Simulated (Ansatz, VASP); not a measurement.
## SnTe in VASP and in Ansatz

```
Sn Te
1.0
     0.00000    3.19804    3.19804
     3.19804    0.00000    3.19804
     3.19804    3.19804    0.00000
Sn Te
1 1
Cartesian
  0.0000 0.0000 0.0000
  3.1980 3.1980 3.1980
```

Change from the starting cell: volume scaled by 1.04.

Alike in both runs: task single point; functional LDA; k mesh 11 × 11 × 11; occupations fermi-dirac, width 0.08 eV; no spin polarisation.

|  | VASP | Ansatz |
| --- | --- | --- |
| version | VASP 6.6.1 | Ansatz 0.2.0 |
| potentials or method | VASP PAW LDA potentials, release 64 (Sn_d, Te), cutoff 520 eV | all-electron LAPW, scalar-relativistic |

|  | VASP | Ansatz | Ansatz less VASP |
| --- | --- | --- | --- |
| pressure (GPa) | -3.2 | -3.2 | 0.00 |

LDA's correlation is that of Perdew and Zunger in VASP and of Perdew and Wang (1992) in Ansatz. Ansatz ran all-electron here, and VASP with PAW potentials.

Neither program's run includes spin-orbit coupling.
